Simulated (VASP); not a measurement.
The system is Sb.

```
Sb
1.0
     5.51757    0.00000    0.00000
    -2.75878    4.77835    0.00000
     0.00000    0.00000    3.15660
Sb
3
Direct
  0.00000 0.00000 0.00000
  0.33333 0.66667 0.50000
  0.66667 0.33333 0.50000
```

- Program: VASP 6.6.1
- Task: relaxation of cell and atoms
- Functional: PBE
- Potentials or basis: VASP PAW PBE potentials, release 64 (Sb)
- Cutoff: 600 eV
- k mesh: 12 × 12 × 14
- Occupations: gaussian, width 0.1 eV
- Spin: no spin polarisation

At the start: pressure -0.5 GPa; volume 27.74 Å³/atom.

Question: How do energy, volume and symmetry change on relaxing?

Answer: Over 5 steps the energy falls by 5.5 meV/atom and the volume is 27.46 Å³/atom (-1.0 %); space group P6/mmm (No. 191, to 0.05 Å).

Step by step:
```tsv
step	energy change (eV)	largest force (eV/Å)	pressure (GPa)	volume (Å³)
1	0.0000	0.0000	-0.48	83.22
2	-0.0110	0.0000	0.13	82.23
3	-0.0136	0.0000	0.59	81.58
4	-0.0166	0.0000	-0.09	82.51
5	-0.0166	0.0000	-0.01	82.38
```

Final structure:
```yaml
crystal:
  lattice:
    - [5.42745, 0.00000, 0.00000]
    - [-2.71372, 4.70031, 0.00000]
    - [0.00000, 0.00000, 3.22943]
  atoms:
    - { symbol: Sb, position: [0.00000, 0.00000, 0.00000] }
    - { symbol: Sb, position: [0.33333, 0.66667, 0.50000] }
    - { symbol: Sb, position: [0.66667, 0.33333, 0.50000] }
```
